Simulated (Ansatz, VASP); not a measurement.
One calculation of Li2S, two programs

```
Li S
1.0
     0.00000    2.81317    2.81317
     2.81317    0.00000    2.81317
     2.81317    2.81317    0.00000
Li S
2 1
Cartesian
  1.4066 1.4066 1.4066
  4.2198 4.2198 4.2198
  0.0000 0.0000 0.0000
```

Alike in both runs: task single point; functional PBEsol; k mesh 6 × 6 × 6; no spin polarisation.

|  | VASP | Ansatz |
| --- | --- | --- |
| version | VASP 6.6.1 | Ansatz 0.2.0 |
| potentials or method | VASP PAW PBE potentials, release 64 (Li_sv, S), cutoff 750 eV | all-electron LAPW, scalar-relativistic |
| occupations | gaussian, width 0.01 eV | fixed |

```csv
,VASP,Ansatz,Ansatz less VASP
gap on the k mesh at the Fermi level (eV),3.19,3.19,+0.001
pressure (GPa),0.6,0.6,+0.02
```

VASP's potentials were made for PBE, not for PBEsol. Ansatz ran all-electron here, and VASP with PAW potentials.
